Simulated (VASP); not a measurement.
# Sc (P6_3/mmc) in VASP: single point with r2SCAN

Aim: the single point of Sc with r2SCAN.

All numbers are computed with VASP 6.6.1; they aren't measurements. Logs are shortened: lines on timing, memory, paths and dates and some standing lists are left out, and cuts for length are marked.

### Step 1. The cell of the first run

It takes space group P6_3/mmc (No. 194, hexagonal). Conventional cell: a = 3.305 Å, b = 3.305 Å, c = 5.267 Å, α = 90.00°, β = 90.00°, γ = 120.00°. Sc (site symmetry -6m2) has 12 Sc at 3.25 to 3.30 Å within 4.3 Å.

### Step 2. Single point, r2SCAN

POSCAR reads:

```
Sc
1.0
    3.3048889280      0.0000000000      0.0000000000
   -1.6524444640      2.8621177683      0.0000000000
    0.0000000000      0.0000000000      5.2667485554
Sc
2
Direct
    0.3333333333      0.6666666667      0.2500000000
    0.6666666667      0.3333333333      0.7500000000
```

INCAR.step1 reads:

```
SYSTEM = Sc
PREC = Accurate
ENCUT = 520
ISMEAR = 0
SIGMA = 0.05
LREAL = .FALSE.
LASPH = .TRUE.
NELM = 80
NBANDS = 18
GGA = PE
ALGO = Normal
EDIFF = 1E-4
LWAVE = .TRUE.
LCHARG = .FALSE.
```

INCAR.step2 reads:

```
SYSTEM = Sc
PREC = Accurate
ENCUT = 520
EDIFF = 1E-6
ISMEAR = 0
SIGMA = 0.05
LREAL = .FALSE.
LASPH = .TRUE.
NELM = 80
ALGO = Normal
ISIF = 2
LWAVE = .FALSE.
LCHARG = .TRUE.
METAGGA = R2SCAN
LMIXTAU = .TRUE.
LELF = .TRUE.
LVHAR = .TRUE.
NBANDS = 18
ISTART = 1
```

KPOINTS reads:

```
Automatic mesh
0
G
  16 16 9
  0 0 0
```

Potentials or basis: VASP PAW PBE potentials, release 64 (Sc_sv).

Launch:

```sh
cat potpaw_PBE.64/Sc_sv/POTCAR > POTCAR
cp INCAR.step1 INCAR
mpirun -np 1 vasp_std > vasp.out
cp INCAR.step2 INCAR
mpirun -np 1 vasp_std > vasp.out
```

OUTCAR:

```text
SYSTEM = Sc
   PREC = Accurate
   ENCUT = 520
   EDIFF = 1E-6
   ISMEAR = 0
   LREAL = .FALSE.
   LASPH = .TRUE.
   NELM = 80
   ISIF = 2
   METAGGA = R2SCAN
   ISTART = 1

 ion  position               nearest neighbor table
   1  0.333  0.667  0.250-   2 3.25   2 3.25   2 3.25   2 3.25   2 3.25   2 3.25
   2  0.667  0.333  0.750-   1 3.25   1 3.25   1 3.25   1 3.25   1 3.25   1 3.25

  LATTYP: Found a hexagonal cell.
 ALAT       =     3.3048889280
 C/A-ratio  =     1.5936234682

  Lattice vectors:

 A1 = (   3.3048889280,   0.0000000000,   0.0000000000)
 A2 = (  -1.6524444640,   2.8621177683,   0.0000000000)
 A3 = (   0.0000000000,   0.0000000000,   5.2667485554)

Analysis of symmetry for initial positions (statically):
=====================================================================
 Subroutine PRICEL returns:
 Original cell was already a primitive cell.

 Routine SETGRP: Setting up the symmetry group for a
 hexagonal supercell.

 Subroutine GETGRP returns: Found 24 space group operations
 (whereof 12 operations were pure point group operations)
 out of a pool of 24 trial point group operations.

The static configuration has the point symmetry D_3d.
 The point group associated with its full space group is D_6h.

Analysis of symmetry for dynamics (positions and initial velocities):
=====================================================================
 Subroutine PRICEL returns:
 Original cell was already a primitive cell.

 Routine SETGRP: Setting up the symmetry group for a
 hexagonal supercell.

 Subroutine GETGRP returns: Found 24 space group operations
 (whereof 12 operations were pure point group operations)
 out of a pool of 24 trial point group operations.

The dynamic configuration has the point symmetry D_3d.
 The point group associated with its full space group is D_6h.

 Subroutine INISYM returns: Found 24 space group operations
 (whereof 12 operations are pure point group operations),
 and found     1 'primitive' translations

----------------------------------------------------------------------------------------

                                     Primitive cell

  volume of cell :      49.8181

  direct lattice vectors                    reciprocal lattice vectors
     3.304888928  0.000000000  0.000000000     0.302582030  0.174695816  0.000000000
    -1.652444464  2.862117768  0.000000000     0.000000000  0.349391633  0.000000000
     0.000000000  0.000000000  5.266748555     0.000000000  0.000000000  0.189870466

  length of vectors
     3.304888928  3.304888928  5.266748555     0.349391633  0.349391633  0.189870466

  position of ions in fractional coordinates (direct lattice)
     0.333333333  0.666666667  0.250000000
     0.666666667  0.333333333  0.750000000

  ion indices of the primitive-cell ions
   primitive index   ion index
                 1           1
                 2           2

----------------------------------------------------------------------------------------

 KPOINTS: Automatic mesh

Automatic generation of k-mesh.
 Grid dimensions read from file:
 generate k-points for:   16   16    9

 Generating k-lattice:

  Cartesian coordinates                     Fractional coordinates (reciprocal lattice)
     0.018911377  0.010918489  0.000000000     0.062500000  0.000000000  0.000000000
     0.000000000  0.021836977  0.000000000     0.000000000  0.062500000  0.000000000
     0.000000000  0.000000000  0.021096718     0.000000000  0.000000000  0.111111111

  Length of vectors
     0.021836977  0.021836977  0.021096718

  Shift w.r.t. Gamma in fractional coordinates (k-lattice)
     0.000000000  0.000000000  0.000000000

 Subroutine IBZKPT returns following result:
 ===========================================

 Found    150 irreducible k-points:

 Following reciprocal coordinates:
            Coordinates               Weight
  0.000000  0.000000  0.000000      1.000000
  0.062500  0.000000  0.000000      6.000000
  0.125000  0.000000  0.000000      6.000000
  0.187500  0.000000  0.000000      6.000000
  0.250000  0.000000  0.000000      6.000000
  0.312500  0.000000  0.000000      6.000000
[... 16 lines left out ...]
  0.187500  0.187500  0.000000      6.000000
  0.250000  0.187500  0.000000     12.000000
 [... further k-points ...]
   k-points           NKPTS =    150   k-points in BZ     NKDIM =    150   number of bands    NBANDS=     18
   number of dos      NEDOS =    301   number of ions     NIONS =      2
   total plane-waves  NPLWV =  31360
   dimension x,y,z NGX =    28 NGY =   28 NGZ =   40
   dimension x,y,z NGXF=    56 NGYF=   56 NGZF=   80
   ions per type =               2
   NGX,Y,Z   is equivalent  to a cutoff of  14.08, 14.08, 12.63 a.u.
   NGXF,Y,Z  is equivalent  to a cutoff of  28.17, 28.17, 25.25 a.u.
 SYSTEM =  Sc
   PREC   = accura    normal or accurate (medium, high low for compatibility)
   ISTART =      1    job   : 0-new  1-cont  2-samecut
   ICHARG =      0    charge: 1-file 2-atom 10-const
   ISPIN  =      1    spin polarized calculation?
   LNONCOLLINEAR =      F non collinear calculations
   LSORBIT =      F    spin-orbit coupling
   LASPH  =      T    aspherical Exc in radial PAW
   ENCUT  =  520.0 eV  38.22 Ry    6.18 a.u.   6.14  6.14  9.79*2*pi/ulx,y,z
   NELM   =     80;   NELMIN=  2; NELMDL=  0     # of ELM steps
   EDIFF  = 0.1E-05   stopping-criterion for ELM
   LREAL  =      F    real-space projection
   EDIFFG = 0.1E-04   stopping-criterion for IOM
   NSW    =      0    number of steps for IOM
   IBRION =     -1    ionic relax: 0-MD 1-quasi-New 2-CG
   NFREE  =      0    steps in history (QN), initial steepest desc. (CG)
   ISIF   =      2    stress and relaxation
   ISYM   =      2    0-nonsym 1-usesym 2-fastsym
   POTIM  = 0.5000    time-step for ionic-motion
   TEBEG  =    0.0;   TEEND  =   0.0 temperature during run
   PSTRESS=    0.0 pullay stress
   NELECT =      22.0000    total number of electrons
   NUPDOWN=      -1.0000    fix difference up-down
   EMIN   =  10.00;   EMAX   =-10.00  energy-range for DOS
   EFERMI =   0.00;   METHOD = LEGACY
   ISMEAR =     0;   SIGMA  =   0.05  broadening in eV -4-tet -1-fermi 0-gaus
   EFERMI_NEDOS =   21; number of points for ismear=-14 and -15
   IALGO  =     38    algorithm
   IMIX   =      4    mixing-type and parameters
     AMIX     =   0.40;   BMIX     =  1.00
     AMIX_MAG =   1.60;   BMIX_MAG =  1.00
  volume/ion in A,a.u.               =      24.91       168.09
  Fermi-wavevector in a.u.,A,eV,Ry     =   1.246675  2.355875 21.146170  1.554200
  Thomas-Fermi vector in A             =   2.380842
   LORBIT       =      0    0 simple, 1 ext, 2 COOP (PROOUT), +10 PAW based schemes
   METAGGA = R2SCAN    functional components
   LHFCALC =     F    Hartree Fock is set to
   AEXX    =    0.0000 exact exchange contribution
   IVDW    =     0    specifies the selected vdW correction
   LEPSILON=     F    determine dielectric tensor
   LRPA    =     F    only Hartree local field effects (RPA)
 non-spin polarized calculation
 Gauss-broadening in eV      SIGMA  =   0.05
  energy-cutoff  :      520.00
  volume of cell :       49.82
 maximum number of plane-waves:      1363
 NGX is ok and might be reduce to    28
   NGX = 13   NGY = 13   NGZ = 19

 number of electron      21.9999999 magnetization

 Free energy of the ion-electron system (eV)
  ---------------------------------------------------
  ext. energy  EPLUGINS =         0.00000000
  ---------------------------------------------------
  free energy    TOTEN  =       -22.70964587 eV

  energy without entropy =      -22.70413328  energy(sigma->0) =      -22.70688957

 E-fermi :   3.6657     XC(G=0): -10.5608

 val. band max:        3.6640451901   @ k =   0.3125   0.2500   0.3333
 cond. band min:       3.6674243828   @ k =   0.2500   0.1250   0.3333
 fundamental gap:      0.0033791927
 Fermi energy:         3.6657028652

 k-point     1 :       0.0000    0.0000    0.0000
  band No.  band energies     occupation
      1     -47.8893      2.00000
      2     -47.8242      2.00000
      3     -25.7338      2.00000
      4     -25.3900      2.00000
      5     -25.3900      2.00000
      6     -25.3316      2.00000
[... 10 lines left out ...]
     17       6.3132      0.00000
     18       6.3132      0.00000

 k-point     2 :       0.0625    0.0000    0.0000
  band No.  band energies     occupation
      1     -47.8874      2.00000
      2     -47.8234      2.00000
      3     -25.7287      2.00000
      4     -25.4006      2.00000
      5     -25.3936      2.00000
      6     -25.3427      2.00000
[... 10 lines left out ...]
     17       6.2315      0.00000
     18       6.2565      0.00000

 k-point     3 :       0.1250    0.0000    0.0000
  band No.  band energies     occupation
      1     -47.8819      2.00000
      2     -47.8212      2.00000
      3     -25.7137      2.00000
      4     -25.4310      2.00000
      5     -25.4034      2.00000
      6     -25.3740      2.00000
[... 10 lines left out ...]
     17       6.1098      0.00000
     18       6.1442      0.00000

 k-point     4 :       0.1875    0.0000    0.0000
  band No.  band energies     occupation
      1     -47.8735      2.00000
      2     -47.8181      2.00000
      3     -25.6900      2.00000
      4     -25.4767      2.00000
      5     -25.4198      2.00000
      6     -25.4178      2.00000
[... 10 lines left out ...]
     17       6.1974      0.00000
     18       6.4115      0.00000

 k-point     5 :       0.2500    0.0000    0.0000
  band No.  band energies     occupation
      1     -47.8632      2.00000
      2     -47.8149      2.00000
      3     -25.6598      2.00000
      4     -25.5312      2.00000
      5     -25.4725      2.00000
      6     -25.4342      2.00000
[... 10 lines left out ...]
     17       6.4965      0.00000
     18       6.7497      0.00000

 k-point     6 :       0.3125    0.0000    0.0000
  band No.  band energies     occupation
      1     -47.8524      2.00000
      2     -47.8122      2.00000
      3     -25.6257      2.00000
      4     -25.5861      2.00000
      5     -25.5239      2.00000
      6     -25.4502      2.00000
[... 10 lines left out ...]
     17       6.8828      0.00000
     18       7.1205      0.00000

 k-point     7 :       0.3750    0.0000    0.0000
  band No.  band energies     occupation
      1     -47.8423      2.00000
      2     -47.8107      2.00000
      3     -25.6328      2.00000
      4     -25.5916      2.00000
      5     -25.5665      2.00000
      6     -25.4636      2.00000
[... 10 lines left out ...]
     17       7.3261      0.00000
     18       7.4790      0.00000

 k-point     8 :       0.4375    0.0000    0.0000
  band No.  band energies     occupation
      1     -47.8348      2.00000
      2     -47.8105      2.00000
      3     -25.6641      2.00000
      4     -25.5946      2.00000
      5     -25.5636      2.00000
      6     -25.4724      2.00000
[... 10 lines left out ...]
     17       7.8095      0.00000
     18       7.8867      0.00000
[... 229 lines left out ...]
     17       7.0830      0.00000
     18       7.4431      0.00000

 k-point    20 :       0.3125    0.1250    0.0000
  band No.  band energies     occupation
      1     -47.8393      2.00000
      2     -47.8104      2.00000
      3     -25.6240      2.00000
      4     -25.5808      2.00000
      5     -25.5691      2.00000
      6     -25.4774      2.00000
[... 10 lines left out ...]
     17       7.4600      0.00000
     18       7.8291      0.00000

 k-point    21 :       0.3750    0.1250    0.0000
  band No.  band energies     occupation
      1     -47.8320      2.00000
      2     -47.8106      2.00000
      3     -25.6524      2.00000
      4     -25.5866      2.00000
      5     -25.5526      2.00000
      6     -25.4926      2.00000
[... 10 lines left out ...]
     17       7.6884      0.00000
     18       7.8323      0.00000

 k-point    22 :       0.4375    0.1250    0.0000
  band No.  band energies     occupation
      1     -47.8290      2.00000
      2     -47.8111      2.00000
      3     -25.6623      2.00000
      4     -25.5927      2.00000
      5     -25.5403      2.00000
      6     -25.4979      2.00000
[... 10 lines left out ...]
     17       7.7288      0.00000
     18       7.8349      0.00000

 k-point    23 :       0.1875    0.1875    0.0000
  band No.  band energies     occupation
      1     -47.8498      2.00000
      2     -47.8116      2.00000
      3     -25.6173      2.00000
      4     -25.5568      2.00000
      5     -25.5549      2.00000
      6     -25.4491      2.00000
[... 10 lines left out ...]
     17       7.0597      0.00000
     18       7.4430      0.00000

 k-point    24 :       0.2500    0.1875    0.0000
  band No.  band energies     occupation
      1     -47.8403      2.00000
      2     -47.8105      2.00000
      3     -25.5983      2.00000
      4     -25.5846      2.00000
      5     -25.5715      2.00000
      6     -25.4747      2.00000
[... 10 lines left out ...]
     17       7.4355      0.00000
     18       7.7724      0.00000

 [... further k-points ...]

------------------------ aborting loop because EDIFF is reached ----------------------------------------

  FORCE on cell =-STRESS in cart. coord.  units (eV):
  Direction    XX          YY          ZZ          XY          YZ          ZX
  --------------------------------------------------------------------------------------
  -------------------------------------------------------------------------------------
  Total        0.2458993      0.2458993     -0.2514751      0.0000000     -0.0000000      0.0000000
  in kB        7.9082608      7.9082608     -8.0875800      0.0000000     -0.0000000      0.0000000
  external PRESSURE =       2.5763138 kB  Pullay stress =       0.0000000 kB

 VOLUME and BASIS-vectors are now :
 -----------------------------------------------------------------------------
  energy-cutoff  :      520.00
  volume of cell :       49.82
      direct lattice vectors                 reciprocal lattice vectors
     3.304888928  0.000000000  0.000000000     0.302582030  0.174695816  0.000000000
    -1.652444464  2.862117768  0.000000000     0.000000000  0.349391633  0.000000000
     0.000000000  0.000000000  5.266748555     0.000000000  0.000000000  0.189870466

 POSITION                                       TOTAL-FORCE (eV/Angst)
 -----------------------------------------------------------------------------------
     -0.00000      1.90808      1.31669        -0.000000      0.000000     -0.000000
      1.65244      0.95404      3.95006         0.000000     -0.000000      0.000000
 -----------------------------------------------------------------------------------
    total drift:                               -0.000000      0.000000     -0.000000

  FREE ENERGIE OF THE ION-ELECTRON SYSTEM (eV)
  ---------------------------------------------------
  free  energy   TOTEN  =       -22.7096458701 eV

  energy  without entropy=      -22.7041332765  energy(sigma->0) =      -22.70688957
```

Run time: 11 min. Hardware: 1 thread of Intel Xeon 8259CL, shared host; peak memory 0.26 GiB.

What came out:

```yaml
Free_energy: -22.7096 eV
Pressure: 0.3 GPa
Band_gap_on_the_k_mesh: zero (bands 11 and 12 overlap by 1.32 eV)
```

Stress tensor (GPa, compression positive):
```
 0.79  0.00  0.00
 0.00  0.79  0.00
 0.00  0.00 -0.81
```

Levels at points of the mesh, in eV from the Fermi level:
| k point | band 8 | band 9 | band 10 | band 11 | band 12 | band 13 | band 14 | band 15 |
| --- | --- | --- | --- | --- | --- | --- | --- | --- |
| (0.00, 0.00, 0.00) | -28.98 | -5.49 | -1.73 | 0.26 | 1.81 | 1.81 | 1.94 | 2.25 |
| (0.50, 0.00, 0.00) | -29.04 | -1.69 | -1.11 | -0.70 | -0.37 | 1.32 | 1.62 | 1.95 |

Caveat: the PAW data sets were made with another functional, which shifts forces and pressure a little.
